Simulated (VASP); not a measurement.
**Si62Sb (a cell with a defect): single point with PBE+D3(BJ)**

Si62Sb (a cell with a defect):

```
Si Sb
1.0
    10.86000    0.00000    0.00000
     0.00000   10.86000    0.00000
     0.00000    0.00000   10.86000
Si Sb
62 1
Direct
  0.50853 0.00709 0.00324
  0.63895 0.13907 0.12162
  0.76100 0.26353 0.98622
  0.75001 0.00251 0.24859
  0.87504 0.11764 0.38184
  0.99896 0.99968 0.99917
  0.12440 0.12360 0.12556
  0.24831 0.24940 0.00088
  0.37356 0.37489 0.12454
  0.49857 0.49959 0.99919
  0.62151 0.62789 0.12377
  0.74581 0.75274 0.00023
  0.87388 0.87494 0.12432
  0.24993 0.99997 0.24942
  0.37672 0.12484 0.37294
  0.50226 0.25088 0.24795
  0.62870 0.37687 0.37002
  0.75184 0.50730 0.24408
  0.87557 0.62526 0.37362
  0.49990 0.99968 0.49939
  0.62499 0.12611 0.62298
  0.75023 0.25110 0.49774
  0.87389 0.37504 0.62392
  0.74788 0.99774 0.74805
  0.87488 0.12187 0.87111
  0.13457 0.63553 0.12750
  0.25655 0.75704 0.00039
  0.38193 0.87987 0.12724
  0.00242 0.23897 0.26000
  0.12401 0.37356 0.37377
  0.24844 0.50117 0.24931
  0.37144 0.62029 0.37967
  0.49557 0.74655 0.25476
  0.62473 0.87537 0.37250
  0.00187 0.99478 0.50721
  0.12942 0.12806 0.62082
  0.25433 0.25439 0.49676
  0.37611 0.37453 0.62780
  0.50244 0.50011 0.50143
  0.62684 0.63103 0.62020
  0.75371 0.75424 0.49800
  0.87793 0.86753 0.63388
  0.24715 0.99927 0.75006
  0.37267 0.12040 0.87901
  0.49490 0.24356 0.75214
  0.62013 0.37484 0.86941
  0.74409 0.49976 0.74550
  0.86093 0.61104 0.88638
  0.00032 0.75099 0.24969
  0.12407 0.87465 0.37529
  0.99919 0.49977 0.49888
  0.12263 0.62372 0.62759
  0.24762 0.74982 0.50209
  0.37409 0.87498 0.62525
  0.99846 0.24669 0.74682
  0.11871 0.36731 0.87718
  0.24468 0.49776 0.75407
  0.37241 0.62356 0.87556
  0.49770 0.74848 0.75030
  0.62271 0.87685 0.87324
  0.99633 0.73551 0.76432
  0.12328 0.87212 0.87535
  0.92712 0.43726 0.05256
```

```json
{
  "Program": "VASP 6.6.1",
  "Task": "single point",
  "Functional": "PBE",
  "Dispersion": "D3(BJ)",
  "Potentials or basis": "VASP PAW PBE potentials, release 64 (Si, Sb)",
  "Cutoff": "520 eV",
  "k mesh": "1 × 1 × 1",
  "Occupations": "gaussian, width 0.02 eV",
  "Spin": "collinear spin"
}
```

```yaml
Largest_force: 0.032 eV/Å
Net_moment: 1.00 μB per cell
Site_moments: Si +0.00, -0.00, +0.01, +0.07, +0.02 (each value once); Sb +0.00 μB
Valence_electrons_inside_the_program's_atomic_spheres: Si 1.69, 1.68, 1.67, 1.70, 1.71 (each value once); Sb 2.40
Dispersion_energy_per_atom: -0.317 eV
```

Forces on the atoms (eV/Å):
```
Si  -0.002 -0.001  0.000
Si  -0.003 -0.002  0.003
Si  -0.019 -0.016 -0.009
Si   0.002  0.000  0.000
Si  -0.001 -0.004  0.002
Si   0.001  0.000  0.000
Si   0.001 -0.003  0.003
Si   0.002  0.000  0.001
Si  -0.003  0.001 -0.001
Si   0.002  0.001  0.000
Si   0.002 -0.001  0.001
Si  -0.003  0.002  0.001
Si  -0.004  0.001 -0.001
Si   0.000  0.000 -0.004
Si   0.001  0.000  0.000
Si   0.001  0.002  0.000
Si  -0.002 -0.004  0.000
Si  -0.003  0.003  0.006
Si   0.002  0.001 -0.001
Si   0.000 -0.001 -0.003
Si   0.000  0.001  0.000
Si   0.001  0.001  0.001
Si  -0.003  0.000 -0.002
Si   0.000 -0.001  0.001
Si   0.000 -0.002  0.000
Si   0.000 -0.001  0.000
Si   0.001  0.002 -0.001
Si   0.000 -0.003 -0.003
Si   0.000  0.004 -0.003
Si   0.000 -0.001  0.001
Si   0.002 -0.001  0.001
Si   0.001  0.000 -0.001
Si   0.003  0.001 -0.001
Si  -0.001  0.001  0.001
Si   0.001  0.002 -0.001
Si  -0.001 -0.004  0.004
Si   0.000  0.003 -0.002
Si   0.000 -0.003 -0.001
Si   0.000  0.003  0.000
Si  -0.002 -0.002  0.005
Si   0.001  0.000 -0.002
Si  -0.003  0.001  0.002
Si   0.001 -0.002  0.000
Si   0.000  0.002 -0.001
Si   0.003  0.003  0.001
Si   0.002  0.001  0.001
Si   0.000  0.000  0.001
Si  -0.010  0.017 -0.017
Si   0.002  0.003  0.001
Si  -0.003  0.000  0.001
Si   0.001  0.000 -0.001
Si   0.001 -0.001  0.000
Si  -0.001 -0.001  0.000
Si  -0.002  0.000  0.000
Si   0.000 -0.001 -0.002
Si   0.005 -0.004 -0.007
Si   0.001  0.001  0.000
Si   0.001 -0.002  0.002
Si   0.000  0.003  0.000
Si   0.001  0.000  0.003
Si   0.001  0.001 -0.002
Si   0.001  0.002  0.003
Sb   0.023 -0.001  0.022
```

Levels at points of the mesh, in eV from the Fermi level:
Spin up:
```
           k point  band 124  band 125  band 126  band 127  band 128  band 129  band 130  band 131  band 132  band 133
(0.00, 0.00, 0.00)     -0.99     -0.84     -0.20     -0.10     -0.07      0.09      0.15      0.16      0.23      0.30
```
Spin down:
```csv
k point,band 125,band 126,band 127,band 128,band 129,band 130
"(0.00, 0.00, 0.00)",-0.82,-0.16,-0.07,0.07,0.10,0.17
```

Wall time 19 min on 1 thread of Intel Xeon 8259CL (shared host), peak memory 1.4 GiB.

Caveat: the k points lie up to 0.58 Å⁻¹ apart; the cell carries a net charge on a neutralising background, which shifts energy and pressure; the cell is charged against a uniform background, so pressure and absolute levels hang on convention; spin-orbit coupling is left out, which moves the levels of the heavy elements.
